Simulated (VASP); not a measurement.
Wanted: the native input for a VASP 6.6.1 run.

```yaml
Task: single point
Functional: PBEsol
Potentials_or_basis: VASP PAW PBE potentials, release 64 (Cd, S)
Cutoff: 520 eV
k_mesh: 6 × 6 × 4
Occupations: gaussian, width 0.01 eV
Spin: no spin polarisation
Dipole_correction: no
Further_INCAR_settings: ALGO = Normal; EDIFF = 1e-07; NBANDS = 26
```

The structure of CdS lies in POSCAR:

```
CdS
1.0
    4.0827873736      0.0000000000      0.0000000000
   -2.0413936868      3.5357975838      0.0000000000
    0.0000000000      0.0000000000      6.6415474563
Cd S
2 2
Direct
    0.3333333333      0.6666666667     -0.0007672232
    0.6666666667      0.3333333333      0.4992327768
    0.3333333333      0.6666666667      0.3757672232
    0.6666666667      0.3333333333      0.8757672232
```

These files were run (other wordings do the same):

INCAR

```
SYSTEM = CdS
PREC     = Accurate       ! precision mode
ENCUT    = 520            ! plane-wave cutoff, eV
EDIFF    = 1E-7           ! SCF threshold, eV
ISMEAR   = 0              ! smearing method
SIGMA    = 0.01           ! smearing width, eV
LREAL    = .FALSE.        ! projectors in reciprocal space
LASPH    = .TRUE.         ! aspherical terms in the spheres
NELM     = 60             ! most SCF steps
ALGO     = Normal         ! electronic algorithm
ISIF     = 2              ! what is computed and relaxed
LWAVE    = .FALSE.        ! write WAVECAR
LCHARG   = .FALSE.        ! write CHGCAR
GGA      = PS             ! functional
NBANDS   = 26             ! bands
```

KPOINTS

```
Automatic mesh
0
G
  6 6 4
  0 0 0
```

Potentials or basis: VASP PAW PBE potentials, release 64 (Cd, S).

The run is started by

```sh
$ cat potpaw_PBE.64/Cd/POTCAR potpaw_PBE.64/S/POTCAR > POTCAR
$ mpirun -np 1 vasp_std > vasp.out
```

Results of the run:

| Quantity | Value |
| --- | --- |
| Pressure | 2.5 GPa |
| Band gap on the k mesh | 1.16 eV |

Caveat: the PAW data sets were made with another functional, which shifts forces and pressure a little.

Run time: 24 s on 1 thread of AMD EPYC 9R45 96-Core Processor (Zen 5), with other jobs on the host, peak memory 0.18 GiB.
